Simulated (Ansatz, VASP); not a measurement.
# V in VASP and in Ansatz

File POSCAR:

```
V
1.0
   -1.4917693513      1.4917693513      1.4917693513
    1.4917693513     -1.4917693513      1.4917693513
    1.4917693513      1.4917693513     -1.4917693513
V
1
Direct
    0.0000000000      0.0000000000      0.0000000000
```

Contents of INCAR.step1:

```
SYSTEM = V
  ALGO = Normal
  EDIFF = 1E-4
  ENCUT = 520
  GGA = PE
  ISMEAR = -1
  LASPH = .TRUE.
  LCHARG = .FALSE.
  LREAL = .FALSE.
  LWAVE = .TRUE.
  NBANDS = 12
  NELM = 100
  PREC = Accurate
  SIGMA = 0.1
```

File INCAR.step2:

```
SYSTEM = V
  ALGO = Normal
  EDIFF = 1E-6
  ENCUT = 520
  ISIF = 2
  ISMEAR = -1
  ISTART = 1
  LASPH = .TRUE.
  LCHARG = .FALSE.
  LMIXTAU = .TRUE.
  LREAL = .FALSE.
  LWAVE = .FALSE.
  METAGGA = R2SCAN
  NBANDS = 12
  NELM = 100
  PREC = Accurate
  SIGMA = 0.1
```

Contents of KPOINTS:

```
k-points
0
G
  5 5 5
  0 0 0
```

Input for Ansatz:

```yaml
crystal:
  lattice:
    - [-1.4917693513, 1.4917693513, 1.4917693513]
    - [1.4917693513, -1.4917693513, 1.4917693513]
    - [1.4917693513, 1.4917693513, -1.4917693513]
  atoms:
    - { symbol: V, position: [0.0, 0.0, 0.0] }
hamiltonian:
  xc: r2scan
  pseudopotentials:
    kind: paw
    azcp:
      V: "pseudopotentials/V.paw.azcp"
basis:
  ecutwfc: 500
  fft_grid_basis: typed
kpoints:
  mp_grid: { grid: [5, 5, 5], shift: [0, 0, 0] }
magnetization:
  spin_polarized: false
scf:
  occupations: { method: fermi_dirac, width: 0.1 }
  lower_state_search: "off"
output:
  stress: true
  write_density: true
  write_potential: true
  elf: true
  volumetric_format: npy
```

Alike in both runs: task single point; functional r2SCAN; k mesh 5 × 5 × 5; occupations fermi-dirac, width 0.1 eV; no spin polarisation.

|  | VASP | Ansatz |
| --- | --- | --- |
| version | VASP 6.6.1 | Ansatz 0.2.0 |
| potentials or method | VASP PAW PBE potentials, release 64 (V_sv), cutoff 520 eV | plane waves (500 eV) with PAW, scalar-relativistic |
| valence electrons in the cell | 13 | 13 |

Ansatz gave:

- pressure (GPa): 1.7

**Question.** Estimate VASP's values.

**Answer.** Pressure (GPa): 2.4.

VASP's potentials were made for PBE, not for r2SCAN.

The k mesh is coarse, so the values compare programs but aren't converged.
